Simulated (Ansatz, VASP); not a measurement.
# One calculation of CoO, two programs

File INCAR:

```
PREC     = Accurate       # precision mode
ENCUT    = 700            # plane-wave cutoff, eV
EDIFF    = 1E-6           # SCF threshold, eV
ISMEAR   = 0              # smearing method
SIGMA    = 0.02           # smearing width, eV
LREAL    = False          # projectors in reciprocal space
LASPH    = True           # aspherical terms in the spheres
NELM     = 200            # most SCF steps
ALGO     = Normal         # electronic algorithm
ISIF     = 2              # what is computed and relaxed
LWAVE    = False          # write WAVECAR
LCHARG   = True           # write CHGCAR
ISPIN    = 2              # spin polarisation
MAGMOM   = 3 0            # initial moments
LORBIT   = 11             # projections on sites
LMAXMIX  = 4              # l up to which the mixer works
LDAU     = True           # DFT+U
LDAUTYPE = 2            
LDAUL    = 2 -1           # shell
LDAUU    = 3.32 0         # U, eV
LDAUJ    = 0 0          
LDAUPRINT= 1            
GGA      = PE             # functional
LELF     = True           # ELF
LVHAR    = True         
NBANDS   = 22             # bands
GGA_COMPAT= False
```

Contents of KPOINTS:

```
regular mesh
0
Gamma
  10 10 10
```

POSCAR

```
CoO
1.0
    2.8122022859      0.0000000000      0.0000000000
    0.0000000000      2.8122022859      0.0000000000
    0.0000000000      0.0000000000      2.8122022859
Co O
1 1
Direct
    0.0000000000      0.0000000000      0.0000000000
    0.5000000000      0.5000000000      0.5000000000
```

Input for Ansatz:

```yaml
crystal:
  lattice:
    - [2.8122022859, 0.0, 0.0]
    - [0.0, 2.8122022859, 0.0]
    - [0.0, 0.0, 2.8122022859]
  atoms:
    - { symbol: Co, position: [0.0, 0.0, 0.0], spin: 3.0 }
    - { symbol: O, position: [0.5, 0.5, 0.5] }
basis:
  ecutwfc: 420
kpoints:
  mp_grid: { grid: [10, 10, 10] }
hamiltonian:
  xc: pbe
  hubbard: { sites: [{ species: Co, l: d, u_eff: 3.32 }] }
scf:
  occupations: { method: gaussian, width: 0.02 }
output:
  forces: true
  stress: true
  eigenvalues: true
  populations: true
magnetization:
  spin_polarized: true
```

Alike in both runs: task single point; functional PBE; k mesh 10 × 10 × 10; occupations gaussian, width 0.02 eV; collinear spin; Hubbard terms Co d U = 3.32 eV.

|  | VASP | Ansatz |
| --- | --- | --- |
| version | VASP 6.6.1 | Ansatz 0.2.0 |
| potentials or method | VASP PAW PBE potentials, release 64 (Co_sv, O), cutoff 700 eV | scalar-relativistic, plane waves, PAW |
| valence electrons in the cell | 23 | 23 |

```tsv
	VASP	Ansatz	Ansatz less VASP
gap on the k mesh at the Fermi level (eV)	none	none	-
pressure (GPa)	-22.1	-20.4	+1.80
net moment per atom (μB)	1.50	1.50	0.000
size of the moment on the site where the two differ most (μB)	0.24	0.26	+0.026
```

Site moments also hang on the region over which each program counts them. The programs project onto different local orbitals, so the same U acts differently, and such runs can settle in different states. A gap of «none» marks a metal or a gap that the smearing closes. Ansatz's warnings: filled band counts differ across k points.
